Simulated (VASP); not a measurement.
Input of a VASP 6.6.1 run:

The input INCAR:

```
SYSTEM = Si3Ge
PREC = Accurate
ENCUT = 520
EDIFF = 1E-6
ISMEAR = 0
SIGMA = 0.1
LREAL = .False.
LASPH = .True.
NELM = 60
ALGO = Normal
ISIF = 2
LWAVE = .False.
LCHARG = .False.
GGA = PE
NBANDS = 21
```

The input KPOINTS:

```
regular mesh
0
Gamma
  6 6 6
  0 0 0
```

File POSCAR:

```
Si3Ge
1.0
    2.4658268458      1.4236457932      4.3442019988
   -2.4658268458      1.4236457932      4.3442019988
    0.0000000000     -2.8472915864      4.3442019988
Si Ge
3 1
Direct
    0.0000000000      0.0000000000      0.5000000000
    0.5000000000      0.0000000000      0.0000000000
    0.0000000000      0.5000000000      0.0000000000
    0.0000000000      0.0000000000      0.0000000000
```

Potentials or basis: VASP PAW PBE potentials, release 64 (Si, Ge_d).

The run is started by

```sh
$ cat potpaw_PBE.64/Si/POTCAR potpaw_PBE.64/Ge_d/POTCAR > POTCAR
$ mpirun -np 1 vasp_std > vasp.out
```

Problem. What does it give for the band gap on the k mesh?

Solution. Zero (band 13 reaches 5.98 eV, above the bottom of band 14 at 3.88 eV).

Problem. Estimate the pressure.

Solution. -0.1 GPa.

Stress tensor (GPa, compression positive):
```
-0.15  0.00  0.00
 0.00 -0.15  0.00
 0.00  0.00 -0.06
```
